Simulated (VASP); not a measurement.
# B (Fm-3m) in VASP: a series of runs

B is run at these levels: PBE+D3(BJ); tasks: single point, relaxation of cell and atoms.

Everything below comes from runs of VASP 6.6.1. Logs are shortened: lines on timing, memory, paths and dates and some standing lists are left out, and cuts for length are marked.

### Step 1. The cell of the first run

The structure is cubic, space group Fm-3m (No. 225). The conventional cell has a = 2.841 Å, b = 2.841 Å, c = 2.841 Å, α = 90.00°, β = 90.00°, γ = 90.00°. Within 2.7 Å of B (site symmetry m-3m) lie 12 B at 2.01 Å.

### Step 2. Single point, PBE+D3(BJ)

Input file INCAR:

```
SYSTEM = B
ALGO = Normal
EDIFF = 1E-6
ENCUT = 520
GGA = PE
ISIF = 2
ISMEAR = 0
ISYM = 0
IVDW = 12
LASPH = .True.
LCHARG = .True.
LELF = .True.
LREAL = .False.
LVHAR = .True.
LWAVE = .False.
NBANDS = 8
NELM = 80
PREC = Accurate
SIGMA = 0.1
```

Input file KPOINTS:

```
Automatic mesh
0
Gamma
  24 24 24
  0.5 0.5 0.5
```

Input file POSCAR:

```
B
1.0
    0.0000000000      1.4205156493      1.4205156493
    1.4205156493      0.0000000000      1.4205156493
    1.4205156493      1.4205156493      0.0000000000
B
1
Direct
    0.0000000000      0.0000000000      0.0000000000
```

Potentials or basis: VASP PAW PBE potentials, release 64 (B).

Launch:

```console
$ cat potpaw_PBE.64/B/POTCAR > POTCAR
$ mpirun -np 1 vasp_std > vasp.out
```

OUTCAR:

```text
SYSTEM = B
   EDIFF = 1E-6
   ENCUT = 520
   GGA = PE
   ISIF = 2
   ISMEAR = 0
   ISYM = 0
   IVDW = 12
   LASPH = .True.
   LREAL = .False.
   NELM = 80
   PREC = Accurate
 IVDW          = 12

 ion  position               nearest neighbor table
   1  0.000  0.000  0.000-

IMPORTANT INFORMATION: All symmetrisations will be switched off!
NOSYMM: (Re-)initialisation of all symmetry stuff for point group C_1.

----------------------------------------------------------------------------------------

                                     Primitive cell

  volume of cell :       5.7328

  direct lattice vectors                    reciprocal lattice vectors
     0.000000000  1.420515649  1.420515649    -0.351984859  0.351984859  0.351984859
     1.420515649  0.000000000  1.420515649     0.351984859 -0.351984859  0.351984859
     1.420515649  1.420515649  0.000000000     0.351984859  0.351984859 -0.351984859

  length of vectors
     2.008912497  2.008912497  2.008912497     0.609655659  0.609655659  0.609655659

  position of ions in fractional coordinates (direct lattice)
     0.000000000  0.000000000  0.000000000

  ion indices of the primitive-cell ions
   primitive index   ion index
                 1           1

----------------------------------------------------------------------------------------

 KPOINTS: Automatic mesh

Automatic generation of k-mesh.
 Grid dimensions read from file:
 generate k-points for:   24   24   24

 Generating k-lattice:

  Cartesian coordinates                     Fractional coordinates (reciprocal lattice)
    -0.014666036  0.014666036  0.014666036     0.041666667  0.000000000  0.000000000
     0.014666036 -0.014666036  0.014666036     0.000000000  0.041666667  0.000000000
     0.014666036  0.014666036 -0.014666036     0.000000000  0.000000000  0.041666667

  Length of vectors
     0.025402319  0.025402319  0.025402319

  Shift w.r.t. Gamma in fractional coordinates (k-lattice)
     0.500000000  0.500000000  0.500000000

 Subroutine IBZKPT returns following result:
 ===========================================

 Found  27648 irreducible k-points:

 Following reciprocal coordinates:
            Coordinates               Weight
  0.020833  0.020833  0.020833      2.000000
  0.020833  0.000000  0.000000      2.000000
  0.000000  0.000000 -0.020833      2.000000
  0.000000  0.020833  0.000000      2.000000
  0.062500  0.020833  0.020833      2.000000
  0.020833  0.062500  0.020833      2.000000
[... 16 lines left out ...]
  0.000000  0.083333 -0.020833      2.000000
  0.083333  0.000000 -0.020833      2.000000
 [... further k-points ...]
   k-points           NKPTS =  27648   k-points in BZ     NKDIM =  27648   number of bands    NBANDS=      8
   number of dos      NEDOS =    301   number of ions     NIONS =      1
   total plane-waves  NPLWV =   4096
   dimension x,y,z NGX =    16 NGY =   16 NGZ =   16
   dimension x,y,z NGXF=    32 NGYF=   32 NGZF=   32
   ions per type =               1
   NGX,Y,Z   is equivalent  to a cutoff of  13.24, 13.24, 13.24 a.u.
   NGXF,Y,Z  is equivalent  to a cutoff of  26.48, 26.48, 26.48 a.u.
 SYSTEM =  B
   PREC   = accura    normal or accurate (medium, high low for compatibility)
   ISTART =      0    job   : 0-new  1-cont  2-samecut
   ICHARG =      2    charge: 1-file 2-atom 10-const
   ISPIN  =      1    spin polarized calculation?
   LNONCOLLINEAR =      F non collinear calculations
   LSORBIT =      F    spin-orbit coupling
   LASPH  =      T    aspherical Exc in radial PAW
   ENCUT  =  520.0 eV  38.22 Ry    6.18 a.u.   3.74  3.74  3.74*2*pi/ulx,y,z
   NELM   =     80;   NELMIN=  2; NELMDL= -5     # of ELM steps
   EDIFF  = 0.1E-05   stopping-criterion for ELM
   LREAL  =      F    real-space projection
   EDIFFG = 0.1E-04   stopping-criterion for IOM
   NSW    =      0    number of steps for IOM
   IBRION =     -1    ionic relax: 0-MD 1-quasi-New 2-CG
   NFREE  =      0    steps in history (QN), initial steepest desc. (CG)
   ISIF   =      2    stress and relaxation
   ISYM   =      0    0-nonsym 1-usesym 2-fastsym
   POTIM  = 0.5000    time-step for ionic-motion
   TEBEG  =    0.0;   TEEND  =   0.0 temperature during run
   PSTRESS=    0.0 pullay stress
   NELECT =       3.0000    total number of electrons
   NUPDOWN=      -1.0000    fix difference up-down
   EMIN   =  10.00;   EMAX   =-10.00  energy-range for DOS
   EFERMI =   0.00;   METHOD = LEGACY
   ISMEAR =     0;   SIGMA  =   0.10  broadening in eV -4-tet -1-fermi 0-gaus
   EFERMI_NEDOS =   21; number of points for ismear=-14 and -15
   IALGO  =     38    algorithm
   IMIX   =      4    mixing-type and parameters
     AMIX     =   0.40;   BMIX     =  1.00
     AMIX_MAG =   1.60;   BMIX_MAG =  1.00
  volume/ion in A,a.u.               =       5.73        38.69
  Fermi-wavevector in a.u.,A,eV,Ry     =   1.319246  2.493014 23.679728  1.740411
  Thomas-Fermi vector in A             =   2.449158
   LORBIT       =      0    0 simple, 1 ext, 2 COOP (PROOUT), +10 PAW based schemes
   GGA     = PE    functional components
   LHFCALC =     F    Hartree Fock is set to
   AEXX    =    0.0000 exact exchange contribution
   IVDW    =    12    specifies the selected vdW correction
   LEPSILON=     F    determine dielectric tensor
   LRPA    =     F    only Hartree local field effects (RPA)
 non-spin polarized calculation
 Gauss-broadening in eV      SIGMA  =   0.10
  energy-cutoff  :      520.00
  volume of cell :        5.73
 maximum number of plane-waves:       169
   NGX =  7   NGY =  7   NGZ =  7

 number of electron       3.0000000 magnetization

 Free energy of the ion-electron system (eV)
  ---------------------------------------------------
  ext. energy  EPLUGINS =         0.00000000
  ---------------------------------------------------
  free energy    TOTEN  =        -5.34642354 eV

  energy without entropy =       -5.34522244  energy(sigma->0) =       -5.34582299

 E-fermi :  10.9246     XC(G=0): -13.1340

 val. band max:       10.9226418429   @ k =  -0.0208   0.5000  -0.2917
 cond. band min:      10.9249197778   @ k =  -0.3958   0.1458  -0.3958
 fundamental gap:      0.0022779349
 Fermi energy:        10.9246435960

 k-point     1 :       0.0208    0.0208    0.0208
  band No.  band energies     occupation
      1      -8.5963      2.00000
      2      27.1859      0.00000
      3      27.2625      0.00000
      4      27.2625      0.00000
      5      43.5580      0.00000
      6      43.9252      0.00000
      7      43.9252      0.00000
      8      48.1119      0.00000

 k-point     2 :       0.0208    0.0000    0.0000
  band No.  band energies     occupation
      1      -8.5963      2.00000
      2      27.1859      0.00000
      3      27.2625      0.00000
      4      27.2625      0.00000
      5      43.5580      0.00000
      6      43.9252      0.00000
      7      43.9252      0.00000
      8      48.1119      0.00000

 k-point     3 :       0.0000    0.0000   -0.0208
  band No.  band energies     occupation
      1      -8.5963      2.00000
      2      27.1859      0.00000
      3      27.2625      0.00000
      4      27.2625      0.00000
      5      43.5580      0.00000
      6      43.9252      0.00000
      7      43.9252      0.00000
      8      48.1119      0.00000

 k-point     4 :       0.0000    0.0208    0.0000
  band No.  band energies     occupation
      1      -8.5963      2.00000
      2      27.1859      0.00000
      3      27.2625      0.00000
      4      27.2625      0.00000
      5      43.5580      0.00000
      6      43.9252      0.00000
      7      43.9252      0.00000
      8      48.1119      0.00000

 k-point     5 :       0.0625    0.0208    0.0208
  band No.  band energies     occupation
      1      -8.4938      2.00000
      2      26.7431      0.00000
      3      26.9705      0.00000
      4      27.2700      0.00000
      5      42.4421      0.00000
      6      44.0519      0.00000
      7      44.3712      0.00000
      8      49.8505      0.00000

 k-point     6 :       0.0208    0.0625    0.0208
  band No.  band energies     occupation
      1      -8.4938      2.00000
      2      26.7431      0.00000
      3      26.9705      0.00000
      4      27.2700      0.00000
      5      42.4421      0.00000
      6      44.0519      0.00000
      7      44.3712      0.00000
      8      49.8505      0.00000

 k-point     7 :       0.0208    0.0208    0.0625
  band No.  band energies     occupation
      1      -8.4938      2.00000
      2      26.7431      0.00000
      3      26.9705      0.00000
      4      27.2700      0.00000
      5      42.4421      0.00000
      6      44.0519      0.00000
      7      44.3712      0.00000
      8      49.8505      0.00000
[... 133 lines left out ...]
 k-point    20 :       0.0208    0.0000   -0.0833
  band No.  band energies     occupation
      1      -8.2375      2.00000
      2      25.5025      0.00000
      3      26.6250      0.00000
      4      27.1183      0.00000
      5      41.3046      0.00000
      6      44.4998      0.00000
      7      44.9979      0.00000
      8      52.1819      0.00000

 k-point    21 :       0.1042    0.0833    0.0833
  band No.  band energies     occupation
      1      -8.2375      2.00000
      2      25.5025      0.00000
      3      26.6250      0.00000
      4      27.1183      0.00000
      5      41.3046      0.00000
      6      44.4998      0.00000
      7      44.9979      0.00000
      8      52.1819      0.00000

 k-point    22 :       0.0208   -0.0833    0.0000
  band No.  band energies     occupation
      1      -8.2375      2.00000
      2      25.5025      0.00000
      3      26.6250      0.00000
      4      27.1183      0.00000
      5      41.3046      0.00000
      6      44.4998      0.00000
      7      44.9979      0.00000
      8      52.1819      0.00000

 k-point    23 :       0.0000    0.0833   -0.0208
  band No.  band energies     occupation
      1      -8.2375      2.00000
      2      25.5025      0.00000
      3      26.6250      0.00000
      4      27.1183      0.00000
      5      41.3046      0.00000
      6      44.4998      0.00000
      7      44.9979      0.00000
      8      52.1819      0.00000

 k-point    24 :       0.0833    0.0000   -0.0208
  band No.  band energies     occupation
      1      -8.2375      2.00000
      2      25.5025      0.00000
      3      26.6250      0.00000
      4      27.1183      0.00000
      5      41.3046      0.00000
      6      44.4998      0.00000
      7      44.9979      0.00000
      8      52.1819      0.00000

 [... further k-points ...]

------------------------ aborting loop because EDIFF is reached ----------------------------------------

 Edisp (eV)   -0.26154

 E8    (eV) :    -0.0869

  FORCE on cell =-STRESS in cart. coord.  units (eV):
  Direction    XX          YY          ZZ          XY          YZ          ZX
  --------------------------------------------------------------------------------------
  -------------------------------------------------------------------------------------
  Total       0.00723     0.00723     0.00723     0.00000     0.00000    -0.00000
  in kB       2.02102     2.02102     2.02102     0.00000     0.00000    -0.00000
  external pressure =        2.02 kB  Pullay stress =        0.00 kB

 VOLUME and BASIS-vectors are now :
 -----------------------------------------------------------------------------
  energy-cutoff  :      520.00
  volume of cell :        5.73
      direct lattice vectors                 reciprocal lattice vectors
     0.000000000  1.420515649  1.420515649    -0.351984859  0.351984859  0.351984859
     1.420515649  0.000000000  1.420515649     0.351984859 -0.351984859  0.351984859
     1.420515649  1.420515649  0.000000000     0.351984859  0.351984859 -0.351984859

 POSITION                                       TOTAL-FORCE (eV/Angst)
 -----------------------------------------------------------------------------------
      0.00000      0.00000      0.00000         0.000000      0.000000     -0.000000
 -----------------------------------------------------------------------------------
    total drift:                                0.000000      0.000000     -0.000000

  FREE ENERGIE OF THE ION-ELECTRON SYSTEM (eV)
  ---------------------------------------------------
  free  energy   TOTEN  =        -5.6079645722 eV

  energy  without entropy=       -5.6067634705  energy(sigma->0) =       -5.60736402
```

It took 5.2 min on 1 thread of Intel Xeon Platinum 8488C (Sapphire Rapids), shared host; peak memory 1.2 GiB.

Results:

```yaml
Free_energy: -5.6080 eV
Pressure: 0.2 GPa
Dispersion_energy_per_atom: -0.262 eV
```

Levels at points of the mesh, in eV from the Fermi level:
| k point | band 1 | band 2 | band 3 | band 4 | band 5 | band 6 | band 7 |
| --- | --- | --- | --- | --- | --- | --- | --- |
| (0.02, 0.02, 0.02) | -19.52 | 16.26 | 16.34 | 16.34 | 32.63 | 33.00 | 33.00 |

Caveat: pairwise dispersion overbinds metals, which lowers pressure and volume.

### Step 3. Single point, PBE+D3(BJ)

Input file INCAR:

```
SYSTEM = B
PREC = Accurate
ENCUT = 500
EDIFF = 1E-6
ISMEAR = 0
SIGMA = 0.1
LREAL = .FALSE.
LASPH = .TRUE.
NELM = 120
ALGO = Normal
ISIF = 2
LWAVE = .FALSE.
LCHARG = .TRUE.
GGA = PE
IVDW = 12
LELF = .TRUE.
LVHAR = .TRUE.
NBANDS = 8
GGA_COMPAT = .FALSE.
```

Input file KPOINTS:

```
regular mesh
0
G
  10 10 10
  0 0 0
```

Input file POSCAR:

```
B
1.0
    0.0000000000      1.4211676319      1.4211676319
    1.4211676319      0.0000000000      1.4211676319
    1.4211676319      1.4211676319      0.0000000000
B
1
Direct
    0.0000000000      0.0000000000      0.0000000000
```

Potentials or basis: VASP PAW PBE potentials, release 64 (B).

Launch:

```console
$ cat potpaw_PBE.64/B/POTCAR > POTCAR
$ mpirun -np 1 vasp_std > vasp.out
```

OUTCAR:

```text
SYSTEM = B
   PREC = Accurate
   ENCUT = 500
   EDIFF = 1E-6
   ISMEAR = 0
   LREAL = .FALSE.
   LASPH = .TRUE.
   NELM = 120
   ISIF = 2
   GGA = PE
   IVDW = 12
 IVDW          = 12

 ion  position               nearest neighbor table
   1  0.000  0.000  0.000-

  LATTYP: Found a face centered cubic cell.
 ALAT       =     2.8423352638

  Lattice vectors:

 A1 = (   0.0000000000,   1.4211676319,   1.4211676319)
 A2 = (   1.4211676319,   0.0000000000,   1.4211676319)
 A3 = (   1.4211676319,   1.4211676319,   0.0000000000)

Analysis of symmetry for initial positions (statically):
=====================================================================
 Subroutine PRICEL returns:
 Original cell was already a primitive cell.

 Routine SETGRP: Setting up the symmetry group for a
 face centered cubic supercell.

 Subroutine GETGRP returns: Found 48 space group operations
 (whereof 48 operations were pure point group operations)
 out of a pool of 48 trial point group operations.

The static configuration has the point symmetry O_h .

[... 161 lines left out ...]
 cond. band min:      10.9379292212   @ k =  -0.3000   0.2000   0.0000
 fundamental gap:      0.1623153730
 Fermi energy:        10.8661104047

 k-point     1 :       0.0000    0.0000    0.0000
  band No.  band energies     occupation
      1      -8.6164      2.00000
      2      27.2454      0.00000
      3      27.2454      0.00000
      4      27.2454      0.00000
      5      43.8371      0.00000
      6      43.8371      0.00000
      7      43.8371      0.00000
      8      47.6084      0.00000
[... 243 lines left out ...]
 k-point    24 :       0.4000    0.3000    0.0000
  band No.  band energies     occupation
      1      -1.1873      2.00000
      2      16.0764      0.00000
      3      18.2336      0.00000
      4      18.7720      0.00000
      5      30.4748      0.00000
      6      33.3531      0.00000
      7      57.0248      0.00000
      8      58.9928      0.00000

 [... further k-points ...]

------------------------ aborting loop because EDIFF is reached ----------------------------------------

 Edisp (eV)   -0.26117

 E8    (eV) :    -0.0868

  FORCE on cell =-STRESS in cart. coord.  units (eV):
  Direction    XX          YY          ZZ          XY          YZ          ZX
  --------------------------------------------------------------------------------------
  -------------------------------------------------------------------------------------
  Total      -0.00979    -0.00979    -0.00979    -0.00000    -0.00000     0.00000
  in kB      -2.73219    -2.73219    -2.73219    -0.00000    -0.00000     0.00000
  external pressure =       -2.73 kB  Pullay stress =        0.00 kB

 VOLUME and BASIS-vectors are now :
 -----------------------------------------------------------------------------
  energy-cutoff  :      500.00
  volume of cell :        5.74
      direct lattice vectors                 reciprocal lattice vectors
     0.000000000  1.421167632  1.421167632    -0.351823380  0.351823380  0.351823380
     1.421167632  0.000000000  1.421167632     0.351823380 -0.351823380  0.351823380
     1.421167632  1.421167632  0.000000000     0.351823380  0.351823380 -0.351823380

 POSITION                                       TOTAL-FORCE (eV/Angst)
 -----------------------------------------------------------------------------------
      0.00000      0.00000      0.00000        -0.000000      0.000000     -0.000000
 -----------------------------------------------------------------------------------
    total drift:                               -0.000000     -0.000000     -0.000000

  FREE ENERGIE OF THE ION-ELECTRON SYSTEM (eV)
  ---------------------------------------------------
  free  energy   TOTEN  =        -5.5944291142 eV

  energy  without entropy=       -5.5926429818  energy(sigma->0) =       -5.59353605
```

OSZICAR:

```text
N       E                     dE             d eps       ncg     rms          rms(c)
DAV:   1    -0.354877317118E+01   -0.35488E+01   -0.15884E+03   824   0.287E+02
DAV:   2    -0.534236618834E+01   -0.17936E+01   -0.17931E+01   976   0.334E+01
DAV:   3    -0.534387035103E+01   -0.15042E-02   -0.15038E-02   824   0.104E+00
DAV:   4    -0.534387039301E+01   -0.41980E-07   -0.40707E-07  1080   0.519E-03
DAV:   5    -0.534387039188E+01    0.11298E-08   -0.11783E-11   832   0.145E-05    0.179E+00
DAV:   6    -0.533689341683E+01    0.69770E-02   -0.31401E-04   816   0.117E-01    0.108E+00
DAV:   7    -0.533325783688E+01    0.36356E-02   -0.51439E-04   800   0.177E-01    0.352E-02
DAV:   8    -0.533325604946E+01    0.17874E-05   -0.16170E-06   848   0.128E-02    0.152E-02
DAV:   9    -0.533325650613E+01   -0.45667E-06   -0.27366E-07   560   0.411E-03
   1 F= -.55944291E+01 E0= -.55935360E+01  d E =-.178613E-02
```

Run time: 4.2 s. Hardware: 1 thread of Intel Xeon 8259CL, shared host; peak memory 0.12 GiB.

What came out:

```yaml
Free_energy: -5.5944 eV
Pressure: -0.3 GPa
Dispersion_energy_per_atom: -0.261 eV
```

Levels at points of the mesh, in eV from the Fermi level:
```
           k point  band 1  band 2  band 3  band 4  band 5  band 6
(0.00, 0.00, 0.00)  -19.48   16.38   16.38   16.38   32.97   32.97
(0.50, 0.00, 0.00)  -10.22   -5.66   13.35   13.35   29.67   29.67
(0.50, 0.50, 0.00)   -7.36   -0.20    6.24    6.24   16.19   20.77
```

Caveat: the k points lie up to 0.38 Å⁻¹ apart; pairwise dispersion overbinds metals, which lowers pressure and volume.

(Continued in part 2 of 2.)
